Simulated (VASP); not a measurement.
C, 2 atoms in the cell. The typed cell holds 2 atoms: a = 2.357 Å, b = 2.357 Å, c = 3.057 Å, α = 112.64°, β = 112.64°, γ = 60.00°. 

| Quantity | Value |
| --- | --- |
| Program | VASP 6.6.1 |
| Task | relaxation of cell and atoms |
| Functional | LDA |
| Potentials or basis | VASP PAW LDA potentials, release 64 (C) |
| Cutoff | 600 eV |
| k mesh | 18 × 18 × 14 |
| Occupations | gaussian, width 0.01 eV |
| Spin | no spin polarisation |
| Target pressure | 30 GPa |
| Dipole correction | no |
| Further INCAR settings | ALGO = Normal; EDIFF = 1e-06; IBRION = 2; EDIFFG = -0.008; NSW = 70; ISIF = 3 |

Potentials or basis: VASP PAW LDA potentials, release 64 (C).

Launch:

```console
$ cat potpaw_LDA.64/C/POTCAR > POTCAR
$ mpirun -np 1 vasp_std > vasp.out
```

Hardware: 1 thread of Intel(R) Xeon(R) 6975P-C (Granite Rapids), on a shared host.

Task: How long does it take, and how much memory?

Result: Run time: 5.2 min on 1 thread of Intel(R) Xeon(R) 6975P-C (Granite Rapids), on a shared host, peak memory 0.22 GiB. Counts: scf iterations 79, k points 1208, ion steps 15.
